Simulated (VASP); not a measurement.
Wanted: the native input for a VASP 6.6.1 run.

```yaml
Task: single point
Functional: PBEsol
Potentials_or_basis: VASP PAW PBE potentials, release 64 (Mg, Au)
Cutoff: 520 eV
k_mesh: 9 × 9 × 9
Occupations: fermi-dirac, width 0.1 eV
Spin: no spin polarisation
Dipole_correction: no
Further_INCAR_settings: ALGO = Normal; EDIFF = 1e-06; NBANDS = 14
```

The structure of MgAu lies in POSCAR:

```
MgAu
1.0
    3.3018864970      0.0000000000      0.0000000000
    0.0000000000      3.3018864970      0.0000000000
    0.0000000000      0.0000000000      3.3018864970
Mg Au
1 1
Direct
    0.5000000000      0.5000000000      0.5000000000
    0.0000000000      0.0000000000      0.0000000000
```

The input as run:

INCAR

```
SYSTEM = MgAu
PREC = Accurate
ENCUT = 520
EDIFF = 1E-6
ISMEAR = -1
SIGMA = 0.1
LREAL = .False.
LASPH = .True.
NELM = 80
ALGO = Normal
ISIF = 2
LWAVE = .False.
LCHARG = .False.
GGA = PS
NBANDS = 14
```

KPOINTS

```
Automatic mesh
0
Gamma
  9 9 9
  0 0 0
```

Potentials or basis: VASP PAW PBE potentials, release 64 (Mg, Au).

Run with:

```console
$ cat potpaw_PBE.64/Mg/POTCAR potpaw_PBE.64/Au/POTCAR > POTCAR
$ mpirun -np 1 vasp_std > vasp.out
```

Results of the run:

```yaml
Pressure: -3.6 GPa
```

Caveat: the PAW data sets were made with another functional, which shifts forces and pressure a little.

It took 18 s on 1 thread of Intel Xeon 8259CL, on a shared host, peak memory 0.17 GiB.
